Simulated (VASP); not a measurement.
# AlN (P6_3mc) in VASP: further runs

AlN is run at these levels: PBE; tasks: relaxation of the atoms.

Everything below comes from runs of VASP 6.6.1. Logs are shortened: lines on timing, memory, paths and dates and some standing lists are left out, and cuts for length are marked.

### Step 1. The cell of the first run

Symmetry: P6_3mc, No. 186, hexagonal system. The conventional cell has a = 3.110 Å, b = 3.110 Å, c = 4.880 Å, α = 90.00°, β = 90.00°, γ = 120.00°. Al (site symmetry 3m) has 4 N at 1.86 to 1.89 Å within 2.5 Å. N (site symmetry 3m) has 4 Al at 1.86 to 1.89 Å within 2.5 Å.

### Step 2. Relaxation of the atoms, PBE (z stretched by -2 %)

The input, INCAR:

```
SYSTEM = AlN
ALGO = Normal
EDIFF = 1E-7
EDIFFG = -0.02
ENCUT = 520
GGA = PE
IBRION = 2
ISIF = 2
ISMEAR = -1
LASPH = .TRUE.
LCHARG = .FALSE.
LREAL = .FALSE.
LWAVE = .FALSE.
NELM = 80
NSW = 80
PREC = Accurate
SIGMA = 0.02
```

The input, KPOINTS:

```
k-points
0
G
  11 11 6
  0 0 0
```

The input, POSCAR:

```
AlN
1.0
    3.1100000000      0.0000000000      0.0000000000
   -1.5550000000      2.6933390058      0.0000000000
    0.0000000000      0.0000000000      4.8804000000
Al N
2 2
Direct
    0.6666666667      0.3333333333      0.0000000000
    0.3333333333      0.6666666667      0.5000000000
    0.6666666667      0.3333333333      0.3820000000
    0.3333333333      0.6666666667      0.8820000000
```

Potentials or basis: VASP PAW PBE potentials, release 64 (Al, N).

Launch:

```console
> cat potpaw_PBE.64/Al/POTCAR potpaw_PBE.64/N/POTCAR > POTCAR
> mpirun -np 1 vasp_std > vasp.out
```

OUTCAR:

```text
SYSTEM = AlN
   EDIFF = 1E-7
   EDIFFG = -0.02
   ENCUT = 520
   GGA = PE
   IBRION = 2
   ISIF = 2
   ISMEAR = -1
   LASPH = .TRUE.
   LREAL = .FALSE.
   NELM = 80
   NSW = 80
   PREC = Accurate

 ion  position               nearest neighbor table
   1  0.667  0.333  0.000-   3 1.86   4 1.89   4 1.89   4 1.89   2 3.03   2 3.03   2 3.03   2 3.03
                             2 3.03   2 3.03
   2  0.333  0.667  0.500-   4 1.86   3 1.89   3 1.89   3 1.89   1 3.03   1 3.03   1 3.03   1 3.03
                             1 3.03   1 3.03
   3  0.667  0.333  0.382-   1 1.86   2 1.89   2 1.89   2 1.89
   4  0.333  0.667  0.882-   2 1.86   1 1.89   1 1.89   1 1.89

  LATTYP: Found a hexagonal cell.
 ALAT       =     3.1100000000
 C/A-ratio  =     1.5692604502

  Lattice vectors:

 A1 = (   3.1100000000,   0.0000000000,   0.0000000000)
 A2 = (  -1.5550000000,   2.6933390058,   0.0000000000)
 A3 = (   0.0000000000,   0.0000000000,   4.8804000000)

Analysis of symmetry for initial positions (statically):
=====================================================================
 Subroutine PRICEL returns:
 Original cell was already a primitive cell.

 Routine SETGRP: Setting up the symmetry group for a
 hexagonal supercell.

 Subroutine GETGRP returns: Found 12 space group operations
 (whereof  6 operations were pure point group operations)
 out of a pool of 24 trial point group operations.

The static configuration has the point symmetry C_3v.
 The point group associated with its full space group is C_6v.

Analysis of symmetry for dynamics (positions and initial velocities):
=====================================================================
 Subroutine PRICEL returns:
 Original cell was already a primitive cell.

 Routine SETGRP: Setting up the symmetry group for a
 hexagonal supercell.

 Subroutine GETGRP returns: Found 12 space group operations
 (whereof  6 operations were pure point group operations)
 out of a pool of 24 trial point group operations.

The dynamic configuration has the point symmetry C_3v.
 The point group associated with its full space group is C_6v.

 Subroutine INISYM returns: Found 12 space group operations
 (whereof  6 operations are pure point group operations),
 and found     1 'primitive' translations

----------------------------------------------------------------------------------------

                                     Primitive cell

[... 114 lines left out ...]
     AMIX_MAG =   1.60;   BMIX_MAG =  1.00
  volume/ion in A,a.u.               =      10.22        68.97
  Fermi-wavevector in a.u.,A,eV,Ry     =   1.197510  2.262966 19.511171  1.434031
  Thomas-Fermi vector in A             =   2.333423
   LORBIT       =      0    0 simple, 1 ext, 2 COOP (PROOUT), +10 PAW based schemes
   GGA     = PE    functional components
   LHFCALC =     F    Hartree Fock is set to
   AEXX    =    0.0000 exact exchange contribution
   IVDW    =     0    specifies the selected vdW correction
   LEPSILON=     F    determine dielectric tensor
   LRPA    =     F    only Hartree local field effects (RPA)
 conjugate gradient relaxation of ions
 non-spin polarized calculation
  energy-cutoff  :      520.00
  volume of cell :       40.88
 maximum number of plane-waves:      1114
 NGX is ok and might be reduce to    24
   NGX = 11   NGY = 11   NGZ = 19

--------------------------------------- Ionic step        1  -------------------------------------------

 number of electron      15.9999995 magnetization

 Free energy of the ion-electron system (eV)
  ---------------------------------------------------
  ext. energy  EPLUGINS =         0.00000000
  ---------------------------------------------------
  free energy    TOTEN  =       -29.72495463 eV

  energy without entropy =      -29.72495463  energy(sigma->0) =      -29.72495463

------------------------ aborting loop because EDIFF is reached ----------------------------------------

  FORCE on cell =-STRESS in cart. coord.  units (eV):
  Direction    XX          YY          ZZ          XY          YZ          ZX
  --------------------------------------------------------------------------------------
  -------------------------------------------------------------------------------------
  Total        1.3709108      1.3709108      3.5135658      0.0000000     -0.0000000      0.0000000
  in kB       53.7295174     53.7295174    137.7056760      0.0000000     -0.0000000      0.0000000
  external PRESSURE =      81.7215703 kB  Pullay stress =       0.0000000 kB
[... 63 lines left out ...]
--------------------------------------- Ionic step        3  -------------------------------------------

 number of electron      15.9999996 magnetization

 Free energy of the ion-electron system (eV)
  ---------------------------------------------------
  ext. energy  EPLUGINS =         0.00000000
  ---------------------------------------------------
  free energy    TOTEN  =       -29.73084362 eV

  energy without entropy =      -29.73084362  energy(sigma->0) =      -29.73084362

 E-fermi :   6.8801     XC(G=0): -11.0041

 val. band max:        6.5027857553   @ k =   0.0000   0.0000   0.0000
 cond. band min:      10.7773793335   @ k =   0.0000   0.0000   0.0000
 fundamental gap:      4.2745935782
 Fermi energy:         6.8801272544

 k-point     1 :       0.0000    0.0000    0.0000
  band No.  band energies     occupation
      1      -8.9568      2.00000
      2      -6.6553      2.00000
      3       0.3513      2.00000
      4       5.3799      2.00000
      5       5.3799      2.00000
      6       6.0948      2.00000
      7       6.0948      2.00000
      8       6.5028      2.00000
      9      10.7774      0.00000
     10      13.0361      0.00000
     11      17.3071      0.00000
     12      17.4736      0.00000
[... 331 lines left out ...]
 k-point    24 :       0.1818    0.0909    0.1667
  band No.  band energies     occupation
      1      -8.1508      2.00000
      2      -6.4948      2.00000
      3       1.3753      2.00000
      4       3.2715      2.00000
      5       3.6856      2.00000
      6       4.7567      2.00000
      7       5.6438      2.00000
      8       6.0286      2.00000
      9      12.7784      0.00000
     10      14.4109      0.00000
     11      14.8448      0.00000
     12      15.8442      0.00000

 [... further k-points ...]

------------------------ aborting loop because EDIFF is reached ----------------------------------------

  FORCE on cell =-STRESS in cart. coord.  units (eV):
  Direction    XX          YY          ZZ          XY          YZ          ZX
  --------------------------------------------------------------------------------------
  -------------------------------------------------------------------------------------
  Total        1.6189804      1.6189804      2.8481118      0.0000000     -0.0000000     -0.0000000
  in kB       63.4520029     63.4520029    111.6248239      0.0000000     -0.0000000     -0.0000000
  external PRESSURE =      79.5096099 kB  Pullay stress =       0.0000000 kB
[... 19 lines left out ...]
  FREE ENERGIE OF THE ION-ELECTRON SYSTEM (eV)
  ---------------------------------------------------
  free  energy   TOTEN  =       -29.7308436174 eV

  energy  without entropy=      -29.7308436174  energy(sigma->0) =      -29.73084362

 reached required accuracy - stopping structural energy minimisation
```

OSZICAR:

```text
N       E                     dE             d eps       ncg     rms          rms(c)
DAV:   1     0.522485281464E+02    0.52249E+02   -0.77093E+03  1536   0.120E+03
DAV:   2    -0.306699310486E+02   -0.82918E+02   -0.75931E+02  2296   0.226E+02
DAV:   3    -0.345291790284E+02   -0.38592E+01   -0.38413E+01  2008   0.530E+01
DAV:   4    -0.345608264450E+02   -0.31647E-01   -0.31642E-01  1744   0.549E+00
[... 23 lines left out ...]
DAV:   2    -0.297308927237E+02   -0.10171E-03   -0.17513E-03  1800   0.367E-01    0.369E-02
DAV:   3    -0.297308461707E+02    0.46553E-04   -0.53223E-05  1812   0.857E-02    0.143E-02
DAV:   4    -0.297308435665E+02    0.26042E-05   -0.45208E-05  1808   0.586E-02    0.615E-03
DAV:   5    -0.297308436006E+02   -0.34054E-07   -0.31664E-06  1660   0.172E-02    0.413E-03
DAV:   6    -0.297308436174E+02   -0.16838E-07   -0.14865E-07  1084   0.368E-03
   3 F= -.29730844E+02 E0= -.29730844E+02  d E =-.588898E-02
```

It took 29 s on 1 thread of AMD EPYC 9R45 (Zen 5), shared host; peak memory 0.14 GiB.

Results:

```
Free energy               : -29.7308 eV
Energy gained by relaxing : 1.5 meV/atom
Ionic steps               : 3
Pressure after relaxing   : 8.0 GPa
Band gap on the k mesh    : 4.27 eV
```

Stress tensor (GPa, compression positive):
```
 6.35  0.00  0.00
 0.00  6.35  0.00
 0.00  0.00 11.16
```

Step by step:
| step | energy change (eV) | largest force (eV/Å) | pressure (GPa) |
| --- | --- | --- | --- |
| 1 | 0.0000 | 0.2902 | 8.17 |
| 2 | -0.0052 | 0.0937 | 7.90 |
| 3 | -0.0059 | 0.0004 | 7.95 |

Final structure:
```
CELL_PARAMETERS angstrom
3.11000 0.00000 0.00000
-1.55500 2.69334 0.00000
0.00000 0.00000 4.88040
ATOMIC_POSITIONS crystal
Al 0.66667 0.33333 0.99788
Al 0.33333 0.66667 0.49788
N 0.66667 0.33333 0.38412
N 0.33333 0.66667 0.88412
```

Caveat: the cell differs from its parent crystal (z stretched by -2 %); an odd mesh through Γ misses points on the zone boundary, where band edges can lie.

### Step 3. Relaxation of the atoms, PBE (11.05 Å³/atom)

This run uses another cell than the first one, of 11.05 Å³/atom.

The input, INCAR:

```
SYSTEM = AlN
  PREC = Accurate
  ENCUT = 520
  EDIFF = 1E-7
  ISMEAR = -1
  SIGMA = 0.02
  LREAL = .False.
  LASPH = .True.
  NELM = 100
  ALGO = Normal
  ISIF = 2
  LWAVE = .False.
  LCHARG = .False.
  GGA = PE
  IBRION = 2
  NSW = 80
  EDIFFG = -0.02
```

The input, KPOINTS:

```
Automatic mesh
0
Gamma
  11 11 6
  0 0 0
```

The input, POSCAR:

```
AlN
1.0
    3.1709958777      0.0000000000      0.0000000000
   -1.5854979389      2.7461629854      0.0000000000
    0.0000000000      0.0000000000      5.0776718557
Al N
2 2
Direct
    0.6666666667      0.3333333333      0.0000000000
    0.3333333333      0.6666666667      0.5000000000
    0.6666666667      0.3333333333      0.3820000000
    0.3333333333      0.6666666667      0.8820000000
```

Potentials or basis: VASP PAW PBE potentials, release 64 (Al, N).

Launch:

```console
> cat potpaw_PBE.64/Al/POTCAR potpaw_PBE.64/N/POTCAR > POTCAR
> mpirun -np 1 vasp_std > vasp.out
```

Wall time 47 s (1 thread of Intel Xeon 8259CL, shared host); peak memory 0.17 GiB.

It converged, with:

```yaml
Free_energy: -29.7428 eV
Energy_gained_by_relaxing: 0.0 meV/atom
Ionic_steps: 2
Pressure_after_relaxing: -7.1 GPa
Band_gap_on_the_k_mesh: 3.72 eV
```

Stress tensor (GPa, compression positive):
```
-7.36  0.00  0.00
 0.00 -7.36  0.00
 0.00  0.00 -6.43
```

Final structure:
```cif
data_structure
_symmetry_space_group_name_H-M 'P 1'
_symmetry_Int_Tables_number 1
_cell_length_a 3.1710
_cell_length_b 3.1710
_cell_length_c 5.0777
_cell_angle_alpha 90.000
_cell_angle_beta 90.000
_cell_angle_gamma 120.000
_cell_volume 44.22
loop_
_atom_site_label
_atom_site_type_symbol
_atom_site_fract_x
_atom_site_fract_y
_atom_site_fract_z
_atom_site_occupancy
Al1 Al 0.66667 0.33333 0.00027 1
Al2 Al 0.33333 0.66667 0.50027 1
N1 N 0.66667 0.33333 0.38173 1
N2 N 0.33333 0.66667 0.88173 1
```

Levels at points of the mesh, in eV from the valence-band top:
```csv
k point,band 5,band 6,band 7,band 8,band 9,band 10,band 11,band 12
"(0.00, 0.00, 0.00)",-0.83,-0.20,-0.20,0.00,3.72,6.17,10.16,10.74
"(0.00, 0.00, 0.50)",-0.52,-0.52,-0.52,-0.52,5.98,5.98,9.86,9.86
```
